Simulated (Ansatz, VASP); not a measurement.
One calculation of GaH3, two programs

```
Ga H
1.0
     7.34021    0.00000    0.00000
    -3.67010    6.35680    0.00000
     0.00000    0.00000    2.50687
Ga H
2 6
Direct
  0.66667 0.33333 0.25000
  0.33333 0.66667 0.75000
  0.22843 0.45687 0.25000
  0.22843 0.77157 0.25000
  0.54313 0.77157 0.25000
  0.45687 0.22843 0.75000
  0.77157 0.22843 0.75000
  0.77157 0.54313 0.75000
```

Change from the starting cell: species swapped into the La3Mg type (P6_3/mmc, No. 194).

Alike in both runs: functional PBE; k mesh 6 × 6 × 16; occupations gaussian, width 0.1 eV; no spin polarisation.

Ansatz relaxed the structure, and its values are those at the end. VASP's run is a single point on that final structure, the one shown.

|  | VASP | Ansatz |
| --- | --- | --- |
| version | VASP 6.6.1 | Ansatz 0.2.0 |
| potentials or method | VASP PAW PBE potentials, release 64 (Ga_d, H), cutoff 520 eV | scalar-relativistic, plane waves, PAW |
| valence electrons in the cell | 32 | 32 |

```csv
,VASP,Ansatz,Ansatz less VASP
gap on the k mesh at the Fermi level (eV),none,none,-
pressure (GPa),0.0,0.0,+0.03
rms of the force components (eV/Å),0.004,0.000,-0.0032
```

A gap of «none» marks a metal or a gap that the smearing closes. Ansatz's warnings: xc potential rough in thin density.
